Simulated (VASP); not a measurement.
# In3Sb2As (P3m1) in VASP: notebook

Aim: see how the results for In3Sb2As move with the level of theory and the settings. Levels: PBE, r2SCAN. Tasks: single point, relaxation of cell and atoms.

Program: VASP 6.6.1. These are calculated values, not measurements. Logs are shortened: lines on timing, memory, paths and dates and some standing lists are left out, and cuts for length are marked.

### Step 1. The cell of the first run

Symmetry: P3m1, No. 156, trigonal system. The conventional cell has a = 4.536 Å, b = 4.536 Å, c = 11.105 Å, α = 90.00°, β = 90.00°, γ = 120.00°. As (site symmetry 3m) has 4 In at 2.65 to 2.73 Å within 3.5 Å. Within 3.7 Å of Sb (site symmetry 3m) lie 4 In at 2.81 to 2.84 Å. Within 3.7 Å of Sb (site symmetry 3m) lie 4 In at 2.81 to 2.83 Å. In (site symmetry 3m) has 3 As at 2.73 Å and 1 Sb at 2.84 Å within 3.6 Å. Within 3.7 Å of In (site symmetry 3m) lie 4 Sb at 2.81 to 2.83 Å. Within 3.5 Å of In (site symmetry 3m) lie 1 As at 2.65 Å and 3 Sb at 2.81 Å.

### Step 2. Single point, PBE

The input, INCAR:

```
PREC     = Accurate       # precision mode
ENCUT    = 520            # plane-wave cutoff, eV
EDIFF    = 1E-6           # SCF threshold, eV
ISMEAR   = -1             # smearing method
SIGMA    = 0.02           # smearing width, eV
LREAL    = F              # projectors in reciprocal space
LASPH    = T              # aspherical terms in the spheres
NELM     = 80             # most SCF steps
ALGO     = Normal         # electronic algorithm
ISIF     = 2              # what is computed and relaxed
LWAVE    = F              # write WAVECAR
LCHARG   = T              # write CHGCAR
GGA      = PE             # functional
LELF     = T              # ELF
LVHAR    = T            
NBANDS   = 36             # bands
```

The input, KPOINTS:

```
regular mesh
0
Gamma
  6 6 2
```

The input, POSCAR:

```
In3Sb2As
1.0
    4.5360799735      0.0000000000      0.0000000000
   -2.2680399867      3.9283604906      0.0000000000
    0.0000000000      0.0000000000     11.1050713242
As Sb In
1 2 3
Direct
    0.0000000000      0.0000000000      0.0008759169
    0.3333333333      0.6666666667      0.3267571204
    0.6666666667      0.3333333333      0.6718153136
    0.3333333333      0.6666666667      0.0707062933
    0.6666666667      0.3333333333      0.4173096213
    0.0000000000      0.0000000000      0.7625357344
```

Potentials or basis: VASP PAW PBE potentials, release 64 (As, Sb, In_d).

Launch:

```
> cat potpaw_PBE.64/As/POTCAR potpaw_PBE.64/Sb/POTCAR potpaw_PBE.64/In_d/POTCAR > POTCAR
> mpirun -np 1 vasp_std > vasp.out
```

OUTCAR:

```text
PREC = Accurate
   ENCUT = 520
   EDIFF = 1E-6
   ISMEAR = -1
   LREAL = F
   LASPH = T
   NELM = 80
   ISIF = 2
   GGA = PE

 ion  position               nearest neighbor table
   1  0.000  0.000  0.001-   6 2.65   4 2.73   4 2.73   4 2.73
   2  0.333  0.667  0.327-   5 2.81   5 2.81   5 2.81   4 2.84
   3  0.667  0.333  0.672-   6 2.81   6 2.81   6 2.81   5 2.83
   4  0.333  0.667  0.071-   1 2.73   1 2.73   1 2.73   2 2.84
   5  0.667  0.333  0.417-   2 2.81   2 2.81   2 2.81   3 2.83
   6  0.000  0.000  0.763-   1 2.65   3 2.81   3 2.81   3 2.81

  LATTYP: Found a hexagonal cell.
 ALAT       =     4.5360799735
 C/A-ratio  =     2.4481648007

  Lattice vectors:

 A1 = (   4.5360799735,   0.0000000000,   0.0000000000)
 A2 = (  -2.2680399867,   3.9283604906,   0.0000000000)
 A3 = (   0.0000000000,   0.0000000000,  11.1050713242)

Analysis of symmetry for initial positions (statically):
=====================================================================
 Subroutine PRICEL returns:
 Original cell was already a primitive cell.

 Routine SETGRP: Setting up the symmetry group for a
 hexagonal supercell.

 Subroutine GETGRP returns: Found  6 space group operations
 (whereof  6 operations were pure point group operations)
 out of a pool of 24 trial point group operations.

The static configuration has the point symmetry C_3v.

Analysis of symmetry for dynamics (positions and initial velocities):
=====================================================================
 Subroutine PRICEL returns:
 Original cell was already a primitive cell.

 Routine SETGRP: Setting up the symmetry group for a
 hexagonal supercell.

 Subroutine GETGRP returns: Found  6 space group operations
 (whereof  6 operations were pure point group operations)
 out of a pool of 24 trial point group operations.

The dynamic configuration has the point symmetry C_3v.

 Subroutine INISYM returns: Found  6 space group operations
 (whereof  6 operations are pure point group operations),
 and found     1 'primitive' translations

----------------------------------------------------------------------------------------

                                     Primitive cell

  volume of cell :     197.8852

  direct lattice vectors                    reciprocal lattice vectors
     4.536079973  0.000000000  0.000000000     0.220454667  0.127279561  0.000000000
    -2.268039987  3.928360491  0.000000000     0.000000000  0.254559123  0.000000000
     0.000000000  0.000000000 11.105071324     0.000000000  0.000000000  0.090048949

  length of vectors
     4.536079973  4.536079973 11.105071324     0.254559123  0.254559123  0.090048949

  position of ions in fractional coordinates (direct lattice)
     0.000000000  0.000000000  0.000875917
     0.333333333  0.666666667  0.326757120
     0.666666667  0.333333333  0.671815314
     0.333333333  0.666666667  0.070706293
     0.666666667  0.333333333  0.417309621
     0.000000000  0.000000000  0.762535734

  ion indices of the primitive-cell ions
   primitive index   ion index
                 1           1
                 2           2
                 3           3
                 4           4
                 5           5
                 6           6

----------------------------------------------------------------------------------------

 KPOINTS: regular mesh

Automatic generation of k-mesh.
 Grid dimensions read from file:
 generate k-points for:    6    6    2

 Generating k-lattice:

  Cartesian coordinates                     Fractional coordinates (reciprocal lattice)
     0.036742444  0.021213260  0.000000000     0.166666667  0.000000000  0.000000000
     0.000000000  0.042426520  0.000000000     0.000000000  0.166666667  0.000000000
     0.000000000  0.000000000  0.045024474     0.000000000  0.000000000  0.500000000

  Length of vectors
     0.042426520  0.042426520  0.045024474

  Shift w.r.t. Gamma in fractional coordinates (k-lattice)
     0.000000000  0.000000000  0.000000000

 Subroutine IBZKPT returns following result:
[... 44 lines left out ...]
   NGX = 17   NGY = 17   NGZ = 41

 number of electron      53.9999991 magnetization

 Free energy of the ion-electron system (eV)
  ---------------------------------------------------
  ext. energy  EPLUGINS =         0.00000000
  ---------------------------------------------------
  free energy    TOTEN  =       -21.44264592 eV

  energy without entropy =      -21.44164307  energy(sigma->0) =      -21.44214449

 E-fermi :   4.7011     XC(G=0):  -8.6619

 val. band max:        4.5295710622   @ k =   0.0000   0.0000   0.5000
 cond. band min:       4.7075025474   @ k =   0.0000   0.0000   0.0000
 fundamental gap:      0.1779314851
 Fermi energy:         4.7010887951

 k-point     1 :       0.0000    0.0000    0.0000
  band No.  band energies     occupation
      1     -10.0470      2.00000
      2      -9.9842      2.00000
      3      -9.9842      2.00000
      4      -9.9218      2.00000
      5      -9.9218      2.00000
      6      -9.8856      2.00000
[... 28 lines left out ...]
     35       8.6002      0.00000
     36       8.6892      0.00000

 k-point     2 :       0.1667   -0.0000    0.0000
  band No.  band energies     occupation
      1     -10.0510      2.00000
      2      -9.9925      2.00000
      3      -9.9777      2.00000
      4      -9.9246      2.00000
      5      -9.9205      2.00000
      6      -9.8895      2.00000
[... 28 lines left out ...]
     35       8.7810      0.00000
     36       8.9340      0.00000

 k-point     3 :       0.3333   -0.0000    0.0000
  band No.  band energies     occupation
      1     -10.0668      2.00000
      2     -10.0001      2.00000
      3      -9.9666      2.00000
      4      -9.9298      2.00000
      5      -9.9159      2.00000
      6      -9.9007      2.00000
[... 28 lines left out ...]
     35       9.4372      0.00000
     36       9.5624      0.00000
[... 352 lines left out ...]
 k-point    13 :       0.3333    0.1667    0.5000
  band No.  band energies     occupation
      1     -10.0719      2.00000
      2     -10.0039      2.00000
      3      -9.9644      2.00000
      4      -9.9290      2.00000
      5      -9.9161      2.00000
      6      -9.9047      2.00000
[... 28 lines left out ...]
     35       9.4560      0.00000
     36       9.6905      0.00000

 k-point    14 :       0.3333    0.3333    0.5000
  band No.  band energies     occupation
      1     -10.0719      2.00000
      2     -10.0063      2.00000
      3      -9.9649      2.00000
      4      -9.9254      2.00000
      5      -9.9197      2.00000
      6      -9.9007      2.00000
[... 28 lines left out ...]
     35       9.8737      0.00000
     36       9.8978      0.00000

------------------------ aborting loop because EDIFF is reached ----------------------------------------

  FORCE on cell =-STRESS in cart. coord.  units (eV):
  Direction    XX          YY          ZZ          XY          YZ          ZX
  --------------------------------------------------------------------------------------
  -------------------------------------------------------------------------------------
  Total        1.9459964      1.9459964      1.9485227      0.0000000      0.0000000     -0.0000000
  in kB       15.7557549     15.7557549     15.7762096      0.0000000      0.0000000     -0.0000000
  external PRESSURE =      15.7625731 kB  Pullay stress =       0.0000000 kB

 VOLUME and BASIS-vectors are now :
 -----------------------------------------------------------------------------
  energy-cutoff  :      520.00
  volume of cell :      197.89
      direct lattice vectors                 reciprocal lattice vectors
     4.536079973  0.000000000  0.000000000     0.220454667  0.127279561  0.000000000
    -2.268039987  3.928360491  0.000000000     0.000000000  0.254559123  0.000000000
     0.000000000  0.000000000 11.105071324     0.000000000  0.000000000  0.090048949

 POSITION                                       TOTAL-FORCE (eV/Angst)
 -----------------------------------------------------------------------------------
      0.00000      0.00000      0.00973        -0.000000      0.000000      0.051021
     -0.00000      2.61891      3.62866        -0.000000     -0.000000     -0.014138
      2.26804      1.30945      7.46056        -0.000000     -0.000000     -0.023840
     -0.00000      2.61891      0.78520         0.000000      0.000000     -0.014492
      2.26804      1.30945      4.63425         0.000000      0.000000      0.016659
      0.00000      0.00000      8.46801        -0.000000      0.000000     -0.015210
 -----------------------------------------------------------------------------------
    total drift:                                0.000000      0.000000      0.000014

  FREE ENERGIE OF THE ION-ELECTRON SYSTEM (eV)
  ---------------------------------------------------
  free  energy   TOTEN  =       -21.4426459155 eV

  energy  without entropy=      -21.4416430717  energy(sigma->0) =      -21.44214449
```

Wall time 48 s (1 thread of Intel Xeon 6975P-C (Granite Rapids), shared host); peak memory 0.36 GiB.

What came out:

```
Free energy            : -21.4426 eV
Pressure               : 1.6 GPa
Largest force          : 0.051 eV/Å
Band gap on the k mesh : zero (filled and empty bands touch)
```

Forces in eV/Å, atoms in the order of the input:
```
As   0.000  0.000  0.051
Sb   0.000  0.000 -0.014
Sb   0.000  0.000 -0.024
In   0.000  0.000 -0.014
In   0.000  0.000  0.017
In   0.000  0.000 -0.015
```

Levels at points of the mesh, in eV from the Fermi level:
```csv
k point,band 25,band 26,band 27,band 28,band 29,band 30
"(0.00, 0.00, 0.00)",-0.63,-0.17,0.01,0.01,0.63,1.03
"(0.50, 0.00, 0.00)",-2.19,-1.52,-1.27,1.20,1.40,1.67
"(0.00, 0.00, 0.50)",-0.46,-0.17,-0.17,0.03,1.00,1.24
"(0.50, 0.00, 0.50)",-1.85,-1.08,-1.00,0.43,1.44,1.75
```

Caveat: semilocal functionals underestimate gaps, and a narrow one can read as zero; spin-orbit coupling is left out, which moves the levels of the heavy elements.

### Step 3. Single point, PBE

This run uses another cell than the first one, of 34.21 Å³/atom.

The input, INCAR:

```
  PREC = Accurate
  ENCUT = 520
  EDIFF = 1E-7
  ISMEAR = -1
  SIGMA = 0.02
  LREAL = F
  LASPH = T
  NELM = 100
  ALGO = Normal
  ISIF = 2
  LWAVE = F
  LCHARG = F
  GGA = PE
  NBANDS = 36
```

The input, KPOINTS:

```
Automatic mesh
0
Gamma
  6 6 2
```

The input, POSCAR:

```
In3Sb2As
1.0
    4.5927773478      0.0000000000      0.0000000000
   -2.2963886739      3.9774618571      0.0000000000
    0.0000000000      0.0000000000     11.2367842569
As Sb In
1 2 3
Direct
    0.0000000000      0.0000000000      0.0010290362
    0.3333333333      0.6666666667      0.3268552106
    0.6666666667      0.3333333333      0.6717625525
    0.3333333333      0.6666666667      0.0705662140
    0.6666666667      0.3333333333      0.4172323636
    0.0000000000      0.0000000000      0.7625546231
```

Potentials or basis: VASP PAW PBE potentials, release 64 (As, Sb, In_d).

Launch:

```
> cat potpaw_PBE.64/As/POTCAR potpaw_PBE.64/Sb/POTCAR potpaw_PBE.64/In_d/POTCAR > POTCAR
> mpirun -np 1 vasp_std > vasp.out
```

It took 47 s on 1 thread of Intel Xeon 6975P-C (Granite Rapids), shared host; peak memory 0.37 GiB.

It converged, with:

```yaml
Free_energy: -21.4784 eV
Pressure: 0.0 GPa
Largest_force: 0.006 eV/Å
Band_gap_on_the_k_mesh: zero (bands 27 and 28 overlap by 0.01 eV)
```

Forces in eV/Å, atoms in the order of the input:
```
As   0.000  0.000 -0.001
Sb   0.000  0.000  0.000
Sb   0.000  0.000 -0.002
In   0.000  0.000  0.006
In   0.000  0.000  0.001
In   0.000  0.000 -0.004
```

Levels at points of the mesh, in eV from the Fermi level:
```
           k point  band 24  band 25  band 26  band 27  band 28  band 29  band 30  band 31
(0.00, 0.00, 0.00)    -0.58    -0.58    -0.15     0.02     0.02     0.54     0.95     3.13
(0.50, 0.00, 0.00)    -2.13    -2.06    -1.43    -1.19     1.24     1.44     1.66     1.77
(0.00, 0.00, 0.50)    -0.42    -0.42    -0.15    -0.15     0.01     0.91     1.13     3.34
(0.50, 0.00, 0.50)    -2.14    -1.74    -1.00    -0.94     0.40     1.47     1.78     2.58
```

Caveat: semilocal functionals underestimate gaps, and a narrow one can read as zero; spin-orbit coupling is left out, which moves the levels of the heavy elements.

### Step 4. Single point, r2SCAN

The input, POSCAR:

```
In3Sb2As
1.0
    4.5360799735      0.0000000000      0.0000000000
   -2.2680399867      3.9283604906      0.0000000000
    0.0000000000      0.0000000000     11.1050713242
As Sb In
1 2 3
Direct
    0.0000000000      0.0000000000      0.0008759169
    0.3333333333      0.6666666667      0.3267571204
    0.6666666667      0.3333333333      0.6718153136
    0.3333333333      0.6666666667      0.0707062933
    0.6666666667      0.3333333333      0.4173096213
    0.0000000000      0.0000000000      0.7625357344
```

The input, INCAR.step1:

```
SYSTEM = In3Sb2As
  PREC = Accurate
  ENCUT = 520
  ISMEAR = -1
  SIGMA = 0.02
  LREAL = .FALSE.
  LASPH = .TRUE.
  NELM = 80
  NBANDS = 36
  GGA = PE
  ALGO = Normal
  EDIFF = 1E-4
  LWAVE = .TRUE.
  LCHARG = .FALSE.
```

The input, INCAR.step2:

```
SYSTEM = In3Sb2As
  PREC = Accurate
  ENCUT = 520
  EDIFF = 1E-7
  ISMEAR = -1
  SIGMA = 0.02
  LREAL = .FALSE.
  LASPH = .TRUE.
  NELM = 80
  ALGO = Normal
  ISIF = 2
  LWAVE = .FALSE.
  LCHARG = .FALSE.
  METAGGA = R2SCAN
  LMIXTAU = .TRUE.
  NBANDS = 36
  ISTART = 1
```

The input, KPOINTS:

```
regular mesh
0
G
  6 6 2
  0 0 0
```

Launch:

```
> cat potpaw_PBE.64/As/POTCAR potpaw_PBE.64/Sb/POTCAR potpaw_PBE.64/In_d/POTCAR > POTCAR
> cp INCAR.step1 INCAR
> mpirun -np 1 vasp_std > vasp.out
> cp INCAR.step2 INCAR
> mpirun -np 1 vasp_std > vasp.out
```

It took 5.1 min on 1 thread of Intel Xeon 6975P-C (Granite Rapids), shared host; peak memory 0.42 GiB.

Results (log left out):

```
Free energy            : -135.4274 eV
Pressure               : 0.0 GPa
Band gap on the k mesh : zero (filled and empty bands touch)
```

Forces on the atoms (eV/Å):
```
As   0.000  0.000 -0.002
Sb   0.000  0.000  0.000
Sb   0.000  0.000  0.002
In   0.000  0.000  0.002
In   0.000  0.000 -0.002
In   0.000  0.000  0.000
```

Levels at points of the mesh, in eV from the Fermi level:
| k point | band 25 | band 26 | band 27 | band 28 | band 29 | band 30 |
| --- | --- | --- | --- | --- | --- | --- |
| (0.00, 0.00, 0.00) | -0.54 | -0.17 | 0.00 | 0.00 | 0.96 | 1.35 |
| (0.50, 0.00, 0.00) | -2.26 | -1.59 | -1.33 | 1.42 | 1.63 | 1.94 |
| (0.00, 0.00, 0.50) | -0.48 | -0.18 | -0.18 | 0.25 | 1.32 | 1.57 |
| (0.50, 0.00, 0.50) | -1.93 | -1.13 | -1.05 | 0.71 | 1.67 | 2.00 |

Caveat: semilocal functionals underestimate gaps, and a narrow one can read as zero; the PAW data sets were made with another functional, which shifts forces and pressure a little; spin-orbit coupling is left out, which moves the levels of the heavy elements.

### Step 5. Relaxation of cell and atoms, PBE

This run uses another cell than the first one, of 30.82 Å³/atom.

The input, INCAR:

```
PREC = Accurate
ENCUT = 600
EDIFF = 1E-7
ISMEAR = -1
SIGMA = 0.02
LREAL = False
LASPH = True
NELM = 60
ALGO = Normal
ISIF = 3
LWAVE = False
LCHARG = False
GGA = PE
IBRION = 2
NSW = 80
EDIFFG = -0.005
```

The input, KPOINTS:

```
Automatic mesh
0
Gamma
  6 6 2
```

The input, POSCAR:

```
In3Sb2As
1.0
    4.4337941669      0.0000000000      0.0000000000
   -2.2168970834      3.8397783837      0.0000000000
    0.0000000000      0.0000000000     10.8605333333
As Sb In
1 2 3
Direct
    0.0000000000      0.0000000000      0.0000000000
    0.3333333333      0.6666666667      0.3333333333
    0.6666666667      0.3333333333      0.6666666667
    0.3333333333      0.6666666667      0.0833333333
    0.6666666667      0.3333333333      0.4166666667
    0.0000000000      0.0000000000      0.7500000000
```

Launch:

```
> cat potpaw_PBE.64/As/POTCAR potpaw_PBE.64/Sb/POTCAR potpaw_PBE.64/In_d/POTCAR > POTCAR
> mpirun -np 1 vasp_std > vasp.out
```

Run time: 6.6 min. Hardware: 1 thread of Intel Xeon 6975P-C (Granite Rapids), shared host; peak memory 0.41 GiB.

The run converged. Its results:

- Free energy: -21.4763 eV
- Relaxed volume: 34.20 Å³/atom
- Relaxed cell: a = 4.592 Å, b = 4.592 Å, c = 11.235 Å, α = 90.00°, β = 90.00°, γ = 120.00°
- Space group after relaxing (to 0.1 Å): P3m1 (No. 156)
- Energy gained by relaxing: 76.9 meV/atom
- Ionic steps: 13
- Pressure after relaxing: 0.0 GPa
- Largest force after relaxing: 0.004 eV/Å
- Band gap on the k mesh: zero (filled and empty bands overlap)

Forces on the atoms (eV/Å):
```
As   0.000  0.000  0.001
Sb   0.000  0.000 -0.004
Sb   0.000  0.000  0.001
In   0.000  0.000  0.001
In   0.000  0.000 -0.003
In   0.000  0.000  0.004
```

Step by step:
```csv
step,energy change (eV),largest force (eV/Å),pressure (GPa),volume (Å³)
1,0.0000,1.0556,5.72,184.90
2,-0.3563,0.4041,-1.69,215.90
3,-0.3977,0.5408,-0.25,207.33
4,-0.4234,0.3734,-0.15,206.57
5,-0.4500,0.2679,0.15,204.75
6,-0.4588,0.1764,-0.07,205.66
7,-0.4594,0.1460,-0.13,205.97
8,-0.4614,0.0259,0.03,205.08
9,-0.4615,0.0138,0.00,205.21
10,-0.4615,0.0139,0.00,205.23
11,-0.4615,0.0084,0.00,205.23
12,-0.4615,0.0066,0.00,205.23
13,-0.4615,0.0043,0.00,205.20
```

Final structure:
```
CELL_PARAMETERS angstrom
4.59245 0.00000 0.00000
-2.29622 3.97718 0.00000
0.00000 0.00000 11.23481
ATOMIC_POSITIONS crystal
As 0.00000 0.00000 0.00092
Sb 0.33333 0.66667 0.32700
Sb 0.66667 0.33333 0.67171
In 0.33333 0.66667 0.07071
In 0.66667 0.33333 0.41729
In 0.00000 0.00000 0.76236
```

Levels at points of the mesh, in eV from the Fermi level:
```
           k point  band 25  band 26  band 27  band 28  band 29  band 30
(0.00, 0.00, 0.00)    -0.59    -0.15     0.02     0.02     0.54     0.95
(0.50, 0.00, 0.00)    -2.07    -1.43    -1.19     1.24     1.44     1.65
(0.00, 0.00, 0.50)    -0.42    -0.15    -0.15     0.01     0.91     1.13
(0.50, 0.00, 0.50)    -1.75    -1.00    -0.94     0.40     1.47     1.78
```

Caveat: semilocal functionals underestimate gaps, and a narrow one can read as zero; spin-orbit coupling is left out, which moves the levels of the heavy elements.

### Step 6. Overview

| task | level | cell | cutoff (eV) | gap on the mesh (eV) | pressure (GPa) | largest force (eV/Å) |
| --- | --- | --- | --- | --- | --- | --- |
| single point | PBE | a = 4.536, b = 4.536, c = 11.105 Å, angles 90.0, 90.0, 120.0°, 6 atoms, atomic positions A | 520 | none | 1.6 | 0.05 |
| single point | PBE | a = 4.593, b = 4.593, c = 11.237 Å, angles 90.0, 90.0, 120.0°, 6 atoms, atomic positions B | 520 | none | 0.0 | 0.01 |
| single point | r2SCAN | a = 4.536, b = 4.536, c = 11.105 Å, angles 90.0, 90.0, 120.0°, 6 atoms, atomic positions A | 520 | none | 0.0 | - |
| relaxation of cell and atoms | PBE | relaxed from a = 4.434, b = 4.434, c = 10.861 Å, angles 90.0, 90.0, 120.0°, 6 atoms, atomic positions C | 600 | none | 0.0 | - |

Alike in all rows: potentials or basis VASP PAW PBE potentials, release 64 (As, Sb, In_d); no spin polarisation; k mesh 6 × 6 × 2; smearing fermi-dirac 0.02 eV.

Caveats: semilocal functionals underestimate gaps, and a narrow one can read as zero; spin-orbit coupling is left out, which moves the levels of the heavy elements; the PAW data sets were made with another functional, which shifts forces and pressure a little (at least some runs).

Total energies depend on the potentials used, so only differences within one code and one set of settings carry meaning.

The gap in the log of VASP goes by the Fermi energy; the results here count the filled bands.